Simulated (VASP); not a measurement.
# Cr (P6_3/mmc) in VASP: a series of runs

Runs on Cr. Level: r2SCAN. Tasks: single point.

Everything below comes from runs of VASP 6.6.1. Logs are shortened: lines on timing, memory, paths and dates and some standing lists are left out, and cuts for length are marked.

**1. The cell of the first run**

The structure is hexagonal, space group P6_3/mmc (No. 194). The conventional cell has a = 2.935 Å, b = 2.935 Å, c = 3.987 Å, α = 90.00°, β = 90.00°, γ = 120.00°. Within 3.5 Å of Cr (site symmetry -6m2) lie 12 Cr at 2.62 to 2.93 Å.

**2. Single point, r2SCAN, collinear spin, antiferromagnetic start**

POSCAR reads:

```
Cr
1.0
    2.9345442942      0.0000000000      0.0000000000
   -1.4672721471      2.5413899073      0.0000000000
    0.0000000000      0.0000000000      3.9869567790
Cr
2
Direct
    0.3333333333      0.6666666667      0.2500000000
    0.6666666667      0.3333333333      0.7500000000
```

INCAR.step1 reads:

```
SYSTEM = Cr
  ALGO = Normal
  EDIFF = 1E-4
  ENCUT = 520
  GGA = PE
  ISMEAR = -1
  ISPIN = 2
  LASPH = .True.
  LCHARG = .False.
  LMAXMIX = 4
  LREAL = .False.
  LWAVE = .True.
  MAGMOM = 3.096 -3.096
  NBANDS = 23
  NELM = 150
  PREC = Accurate
  SIGMA = 0.1
```

INCAR.step2 reads:

```
SYSTEM = Cr
  ALGO = Normal
  EDIFF = 1E-7
  ENCUT = 520
  ISIF = 2
  ISMEAR = -1
  ISPIN = 2
  ISTART = 1
  LASPH = .True.
  LCHARG = .False.
  LMAXMIX = 4
  LMIXTAU = .True.
  LORBIT = 11
  LREAL = .False.
  LWAVE = .False.
  MAGMOM = 3.096 -3.096
  METAGGA = R2SCAN
  NBANDS = 23
  NELM = 150
  PREC = Accurate
  SIGMA = 0.1
```

KPOINTS reads:

```
k-points
0
Gamma
  6 6 4
  0 0 0
```

Potentials or basis: VASP PAW PBE potentials, release 64 (Cr_pv).

On the command line:

```sh
cat potpaw_PBE.64/Cr_pv/POTCAR > POTCAR
cp INCAR.step1 INCAR
mpirun -np 1 vasp_std > vasp.out
cp INCAR.step2 INCAR
mpirun -np 1 vasp_std > vasp.out
```

OUTCAR:

```text
SYSTEM = Cr
   EDIFF = 1E-7
   ENCUT = 520
   ISIF = 2
   ISMEAR = -1
   ISPIN = 2
   ISTART = 1
   LASPH = .True.
   LORBIT = 11
   LREAL = .False.
   METAGGA = R2SCAN
   NELM = 150
   PREC = Accurate

 ion  position               nearest neighbor table
   1  0.333  0.667  0.250-   2 2.62   2 2.62   2 2.62   2 2.62   2 2.62   2 2.62
   2  0.667  0.333  0.750-   1 2.62   1 2.62   1 2.62   1 2.62   1 2.62   1 2.62

  LATTYP: Found a hexagonal cell.
 ALAT       =     2.9345442942
 C/A-ratio  =     1.3586289315

  Lattice vectors:

 A1 = (   2.9345442942,   0.0000000000,   0.0000000000)
 A2 = (  -1.4672721471,   2.5413899073,   0.0000000000)
 A3 = (   0.0000000000,   0.0000000000,   3.9869567790)

Analysis of symmetry for initial positions (statically):
=====================================================================
 Subroutine PRICEL returns:
 Original cell was already a primitive cell.

 Routine SETGRP: Setting up the symmetry group for a
 hexagonal supercell.

 Subroutine GETGRP returns: Found 24 space group operations
 (whereof 12 operations were pure point group operations)
 out of a pool of 24 trial point group operations.

The static configuration has the point symmetry D_3d.
 The point group associated with its full space group is D_6h.

Analysis of symmetry for dynamics (positions and initial velocities):
=====================================================================
 Subroutine PRICEL returns:
 Original cell was already a primitive cell.

 Routine SETGRP: Setting up the symmetry group for a
 hexagonal supercell.

 Subroutine GETGRP returns: Found 24 space group operations
 (whereof 12 operations were pure point group operations)
 out of a pool of 24 trial point group operations.

The dynamic configuration has the point symmetry D_3d.
 The point group associated with its full space group is D_6h.

Analysis of structural, dynamic, and magnetic symmetry:
=====================================================================
 Subroutine PRICEL returns:
 Original cell was already a primitive cell.

 Routine SETGRP: Setting up the symmetry group for a
 hexagonal supercell.

 Subroutine GETGRP returns: Found 24 space group operations
 (whereof 12 operations were pure point group operations)
 out of a pool of 24 trial point group operations.

The overall configuration has the point symmetry D_3d.
 The point group associated with its full space group is D_6h.

 Subroutine INISYM returns: Found 24 space group operations
 (whereof 12 operations are pure point group operations),
 and found     1 'primitive' translations

----------------------------------------------------------------------------------------

                                     Primitive cell

  volume of cell :      29.7340

  direct lattice vectors                    reciprocal lattice vectors
     2.934544294  0.000000000  0.000000000     0.340768412  0.196742735  0.000000000
    -1.467272147  2.541389907  0.000000000     0.000000000  0.393485469  0.000000000
     0.000000000  0.000000000  3.986956779     0.000000000  0.000000000  0.250817868

  length of vectors
     2.934544294  2.934544294  3.986956779     0.393485469  0.393485469  0.250817868

  position of ions in fractional coordinates (direct lattice)
     0.333333333  0.666666667  0.250000000
     0.666666667  0.333333333  0.750000000

  ion indices of the primitive-cell ions
   primitive index   ion index
                 1           1
                 2           2

----------------------------------------------------------------------------------------

 KPOINTS: k-points

Automatic generation of k-mesh.
 Grid dimensions read from file:
 generate k-points for:    6    6    4

 Generating k-lattice:

  Cartesian coordinates                     Fractional coordinates (reciprocal lattice)
     0.056794735  0.032790456  0.000000000     0.166666667  0.000000000  0.000000000
     0.000000000  0.065580912  0.000000000     0.000000000  0.166666667  0.000000000
     0.000000000  0.000000000  0.062704467     0.000000000  0.000000000  0.250000000

  Length of vectors
     0.065580912  0.065580912  0.062704467

  Shift w.r.t. Gamma in fractional coordinates (k-lattice)
     0.000000000  0.000000000  0.000000000

 Subroutine IBZKPT returns following result:
 ===========================================

 Found     21 irreducible k-points:

 Following reciprocal coordinates:
            Coordinates               Weight
  0.000000  0.000000  0.000000      1.000000
  0.166667  0.000000  0.000000      6.000000
  0.333333  0.000000  0.000000      6.000000
  0.500000  0.000000  0.000000      3.000000
  0.166667  0.166667  0.000000      6.000000
  0.333333  0.166667  0.000000     12.000000
[... 13 lines left out ...]
  0.333333  0.166667  0.500000     12.000000
  0.333333  0.333333  0.500000      2.000000
   k-points           NKPTS =     21   k-points in BZ     NKDIM =     21   number of bands    NBANDS=     23
   number of dos      NEDOS =    301   number of ions     NIONS =      2
   total plane-waves  NPLWV =  17280
   dimension x,y,z NGX =    24 NGY =   24 NGZ =   30
   dimension x,y,z NGXF=    48 NGYF=   48 NGZF=   60
   ions per type =               2
   NGX,Y,Z   is equivalent  to a cutoff of  13.60, 13.60, 12.51 a.u.
   NGXF,Y,Z  is equivalent  to a cutoff of  27.19, 27.19, 25.02 a.u.
 SYSTEM =  Cr
   PREC   = accura    normal or accurate (medium, high low for compatibility)
   ISTART =      1    job   : 0-new  1-cont  2-samecut
   ICHARG =      0    charge: 1-file 2-atom 10-const
   ISPIN  =      2    spin polarized calculation?
   LNONCOLLINEAR =      F non collinear calculations
   LSORBIT =      F    spin-orbit coupling
   LASPH  =      T    aspherical Exc in radial PAW
   ENCUT  =  520.0 eV  38.22 Ry    6.18 a.u.   5.46  5.46  7.41*2*pi/ulx,y,z
   NELM   =    150;   NELMIN=  2; NELMDL=  0     # of ELM steps
   EDIFF  = 0.1E-06   stopping-criterion for ELM
   LREAL  =      F    real-space projection
   EDIFFG = 0.1E-05   stopping-criterion for IOM
   NSW    =      0    number of steps for IOM
   IBRION =     -1    ionic relax: 0-MD 1-quasi-New 2-CG
   NFREE  =      0    steps in history (QN), initial steepest desc. (CG)
   ISIF   =      2    stress and relaxation
   ISYM   =      2    0-nonsym 1-usesym 2-fastsym
   POTIM  = 0.5000    time-step for ionic-motion
   TEBEG  =    0.0;   TEEND  =   0.0 temperature during run
   PSTRESS=    0.0 pullay stress
   NELECT =      24.0000    total number of electrons
   NUPDOWN=      -1.0000    fix difference up-down
   EMIN   =  10.00;   EMAX   =-10.00  energy-range for DOS
   EFERMI =   0.00;   METHOD = LEGACY
   ISMEAR =    -1;   SIGMA  =   0.10  broadening in eV -4-tet -1-fermi 0-gaus
   EFERMI_NEDOS =   21; number of points for ismear=-14 and -15
   IALGO  =     38    algorithm
   IMIX   =      4    mixing-type and parameters
     AMIX     =   0.40;   BMIX     =  1.00
     AMIX_MAG =   1.60;   BMIX_MAG =  1.00
  volume/ion in A,a.u.               =      14.87       100.33
  Fermi-wavevector in a.u.,A,eV,Ry     =   1.524266  2.880445 31.611595  2.323387
  Thomas-Fermi vector in A             =   2.632596
   LORBIT       =     11    0 simple, 1 ext, 2 COOP (PROOUT), +10 PAW based schemes
   METAGGA = R2SCAN    functional components
   LHFCALC =     F    Hartree Fock is set to
   AEXX    =    0.0000 exact exchange contribution
   IVDW    =     0    specifies the selected vdW correction
   LEPSILON=     F    determine dielectric tensor
   LRPA    =     F    only Hartree local field effects (RPA)
 spin polarized calculation
  energy-cutoff  :      520.00
  volume of cell :       29.73
 maximum number of plane-waves:       830
 NGX is ok and might be reduce to    24
   NGX = 11   NGY = 11   NGZ = 15

 number of electron      24.0000007 magnetization      -0.0000000

 number of electron      24.0000007 magnetization       0.0000000

 Free energy of the ion-electron system (eV)
  ---------------------------------------------------
  ext. energy  EPLUGINS =         0.00000000
  ---------------------------------------------------
  free energy    TOTEN  =       -29.19197730 eV

  energy without entropy =      -29.13541438  energy(sigma->0) =      -29.16369584

 E-fermi :   8.3495     XC(G=0): -13.0967

 val. band max:        8.2506401981   @ k =   0.5000   0.0000   0.0000
 cond. band min:       8.4612406867   @ k =   0.1667   0.1667   0.2500
 fundamental gap:      0.2106004887
 Fermi energy:         8.3494843637

 spin component 1

 k-point     1 :       0.0000    0.0000    0.0000
  band No.  band energies     occupation
      1     -37.7997      1.00000
      2     -37.6713      1.00000
      3     -37.6713      1.00000
      4     -33.6553      1.00000
      5     -33.4766      1.00000
      6     -33.4766      1.00000
[... 15 lines left out ...]
     22      24.2984      0.00000
     23      26.9358      0.00000
[... 496 lines left out ...]
  band No.  band energies     occupation
      1     -37.8029      1.00000
      2     -37.7932      1.00000
      3     -37.7663      1.00000
      4     -33.6409      1.00000
      5     -33.6102      1.00000
      6     -33.6057      1.00000
[... 15 lines left out ...]
     22      16.5088      0.00000
     23      17.6395      0.00000
 Fermi energy:         8.3494843637

 spin component 2

 k-point     1 :       0.0000    0.0000    0.0000
  band No.  band energies     occupation
      1     -37.7997      1.00000
      2     -37.6713      1.00000
      3     -37.6713      1.00000
      4     -33.6553      1.00000
      5     -33.4766      1.00000
      6     -33.4766      1.00000
[... 15 lines left out ...]
     22      24.2984      0.00000
     23      26.9358      0.00000
[... 497 lines left out ...]
      1     -37.8029      1.00000
      2     -37.7932      1.00000
      3     -37.7663      1.00000
      4     -33.6409      1.00000
      5     -33.6102      1.00000
      6     -33.6057      1.00000
[... 15 lines left out ...]
     22      16.5088      0.00000
     23      17.6395      0.00000

------------------------ aborting loop because EDIFF is reached ----------------------------------------

  FORCE on cell =-STRESS in cart. coord.  units (eV):
  Direction    XX          YY          ZZ          XY          YZ          ZX
  --------------------------------------------------------------------------------------
  -------------------------------------------------------------------------------------
  Total       -0.1165511     -0.1165511      0.2256599      0.0000000      0.0000000      0.0000000
  in kB       -6.2801986     -6.2801986     12.1593803      0.0000000      0.0000000      0.0000000
  external PRESSURE =      -0.1336723 kB  Pullay stress =       0.0000000 kB

 VOLUME and BASIS-vectors are now :
 -----------------------------------------------------------------------------
  energy-cutoff  :      520.00
  volume of cell :       29.73
      direct lattice vectors                 reciprocal lattice vectors
     2.934544294  0.000000000  0.000000000     0.340768412  0.196742735  0.000000000
    -1.467272147  2.541389907  0.000000000     0.000000000  0.393485469  0.000000000
     0.000000000  0.000000000  3.986956779     0.000000000  0.000000000  0.250817868

 POSITION                                       TOTAL-FORCE (eV/Angst)
 -----------------------------------------------------------------------------------
     -0.00000      1.69426      0.99674        -0.000000      0.000000      0.000000
      1.46727      0.84713      2.99022         0.000000      0.000000      0.000000
 -----------------------------------------------------------------------------------
    total drift:                               -0.000000      0.000000     -0.000000

  FREE ENERGIE OF THE ION-ELECTRON SYSTEM (eV)
  ---------------------------------------------------
  free  energy   TOTEN  =       -29.1919772969 eV

  energy  without entropy=      -29.1354143848  energy(sigma->0) =      -29.16369584

 total charge

# of ion       s       p       d       tot
------------------------------------------
    1        0.572   6.258   4.085  10.915
    2        0.572   6.258   4.085  10.915
--------------------------------------------------
tot          1.144  12.516   8.170  21.830

 magnetization (x)

# of ion       s       p       d       tot
------------------------------------------
    1        0.068   0.036   3.123   3.228
    2       -0.068  -0.036  -3.123  -3.228
--------------------------------------------------
tot          0.000   0.000   0.000   0.000
```

It took 52 s on 1 thread of Intel Xeon 6975P-C (Granite Rapids), shared host; peak memory 0.17 GiB.

What came out:

```
Free energy                                           : -29.1920 eV
Pressure                                              : 0.0 GPa
Band gap on the k mesh                                : zero (filled and empty bands overlap)
Net moment                                            : 0.00 μB per cell
Site moments                                          : Cr +3.23, -3.23 μB
Valence electrons inside the program's atomic spheres : Cr 10.91
```

Levels at points of the mesh, in eV from the Fermi level:
Spin up:
```csv
k point,band 10,band 11,band 12,band 13,band 14,band 15
"(0.00, 0.00, 0.00)",-1.77,-1.22,-1.22,1.21,1.35,1.73
"(0.50, 0.00, 0.00)",-2.13,-1.85,-0.10,0.92,1.15,1.42
"(0.00, 0.00, 0.50)",-1.93,-1.60,-1.40,-1.40,1.25,1.57
"(0.50, 0.00, 0.50)",-1.46,-0.65,-0.36,-0.13,1.18,1.65
```
Spin down:
```
           k point  band 9  band 10  band 11  band 12  band 13  band 14  band 15  band 16
(0.00, 0.00, 0.00)   -1.77    -1.77    -1.22    -1.22     1.21     1.35     1.73     1.99
(0.50, 0.00, 0.00)   -3.11    -2.13    -1.85    -0.10     0.92     1.15     1.42     2.44
(0.00, 0.00, 0.50)   -1.93    -1.93    -1.60    -1.40    -1.40     1.25     1.57     2.52
(0.50, 0.00, 0.50)   -2.00    -1.46    -0.65    -0.36    -0.13     1.18     1.65     2.19
```

Caveat: the k points lie up to 0.41 Å⁻¹ apart; the PAW data sets were made with another functional, which shifts forces and pressure a little.

[end of part 1 of 2]
